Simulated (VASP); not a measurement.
A run of VASP 6.6.1:

POSCAR

```
ZrS
1.0
    0.0000000000      2.4702195758      2.9642634910
    2.4702195758      0.0000000000      2.9642634910
    2.4702195758      2.4702195758      0.0000000000
Zr S
1 1
Direct
    0.0000000000      0.0000000000      0.0000000000
    0.5000000000      0.5000000000      0.5000000000
```

INCAR.step1

```
  PREC = Accurate
  ENCUT = 520
  ISMEAR = 0
  SIGMA = 0.15
  LREAL = F
  LASPH = T
  NELM = 80
  NBANDS = 16
  GGA = PE
  ALGO = Normal
  EDIFF = 1E-4
  LWAVE = T
  LCHARG = F
```

The input INCAR.step2:

```
  PREC = Accurate
  ENCUT = 520
  EDIFF = 1E-6
  ISMEAR = 0
  SIGMA = 0.15
  LREAL = F
  LASPH = T
  NELM = 80
  ALGO = Normal
  ISIF = 2
  LWAVE = F
  LCHARG = F
  METAGGA = R2SCAN
  LMIXTAU = T
  NBANDS = 16
  ISTART = 1
```

Contents of KPOINTS:

```
Automatic mesh
0
Gamma
  18 18 18
```

Potentials or basis: VASP PAW PBE potentials, release 64 (Zr_sv, S).

The run is started by

```sh
$ cat potpaw_PBE.64/Zr_sv/POTCAR potpaw_PBE.64/S/POTCAR > POTCAR
$ cp INCAR.step1 INCAR
$ mpirun -np 1 vasp_std > vasp.out
$ cp INCAR.step2 INCAR
$ mpirun -np 1 vasp_std > vasp.out
```

Hardware: 1 thread of Oxide Virtual Turin-like Processor, with other jobs on the host.

**Question.** Estimate the wall time of this run.

**Answer.** Run time: 27 min on 1 thread of Oxide Virtual Turin-like Processor, with other jobs on the host, peak memory 0.35 GiB. Counts: k points 480.
